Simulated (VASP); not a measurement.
A run of VASP 6.6.1 is set up as follows.

The input POSCAR:

```
BN
1.0
    2.5009697631      0.0000000000      0.0000000000
   -1.2504848816      2.1659033489      0.0000000000
    0.0000000000      0.0000000000      6.8957976065
B N
2 2
Direct
    0.3333333333      0.6666666667      0.2500000000
    0.6666666667      0.3333333333      0.7500000000
    0.3333333333      0.6666666667      0.7500000000
    0.6666666667      0.3333333333      0.2500000000
```

The input INCAR.step1:

```
PREC = Accurate
ENCUT = 520
ISMEAR = 0
SIGMA = 0.05
LREAL = False
LASPH = True
NELM = 80
NBANDS = 16
GGA = PE
ALGO = Normal
EDIFF = 1E-4
LWAVE = True
LCHARG = False
```

Contents of INCAR.step2:

```
PREC = Accurate
ENCUT = 520
EDIFF = 1E-6
ISMEAR = 0
SIGMA = 0.05
LREAL = False
LASPH = True
NELM = 80
ALGO = Normal
ISIF = 2
LWAVE = False
LCHARG = False
METAGGA = R2SCAN
LMIXTAU = True
NBANDS = 16
ISTART = 1
```

KPOINTS

```
Automatic mesh
0
Gamma
  10 10 4
```

Potentials or basis: VASP PAW PBE potentials, release 64 (B, N).

Command:

```sh
$ cat potpaw_PBE.64/B/POTCAR potpaw_PBE.64/N/POTCAR > POTCAR
$ cp INCAR.step1 INCAR
$ mpirun -np 1 vasp_std > vasp.out
$ cp INCAR.step2 INCAR
$ mpirun -np 1 vasp_std > vasp.out
```

(1) Predict the band gap on the k mesh.

(2) Predict the pressure.

## Answers

(1) 4.92 eV, indirect (least direct gap 5.42 eV).

(2) 0.3 GPa.

Caveat: the PAW data sets were made with another functional, which shifts forces and pressure a little.
